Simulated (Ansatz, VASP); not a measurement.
**HfTe5Mo in VASP and in Ansatz**

```
Hf Te Mo
1.0
     5.73247    0.00000    0.00000
     0.00000    5.73247    0.00000
     0.00000    0.00000    6.21928
Hf Te Mo
1 5 1
Direct
  0.00000 0.00000 0.50000
  0.00000 0.50000 0.00000
  0.50000 0.00000 0.00000
  0.50000 0.50000 0.00000
  0.00000 0.50000 0.50000
  0.50000 0.00000 0.50000
  0.50000 0.50000 0.50000
```

Alike in both runs: functional PBE; k mesh 3 × 3 × 2; occupations gaussian, width 0.2 eV; no spin polarisation.

Ansatz relaxed the structure, and its values are those at the end. VASP's run is a single point on that final structure, the one shown.

|  | VASP | Ansatz |
| --- | --- | --- |
| version | VASP 6.6.1 | Ansatz 0.2.0 |
| potentials or method | VASP PAW PBE potentials, release 64 (Hf_pv, Te, Mo_sv), cutoff 500 eV | scalar-relativistic, plane waves, PAW |
| valence electrons in the cell | 54 | 120 |

|  | VASP | Ansatz | Ansatz less VASP |
| --- | --- | --- | --- |
| gap on the k mesh at the Fermi level (eV) | none | none | - |
| pressure (GPa) | 0.0 | 0.1 | +0.07 |

A gap of «none» marks a metal or a gap that the smearing closes. The functional is the same, so the differences come from potentials, cutoffs and numerics. VASP's potentials hold 54 valence electrons a cell and Ansatz's 120, so a difference there can come from the potentials and not from the codes.

The k mesh is coarse, so the values compare programs but aren't converged. Neither program's run includes spin-orbit coupling.
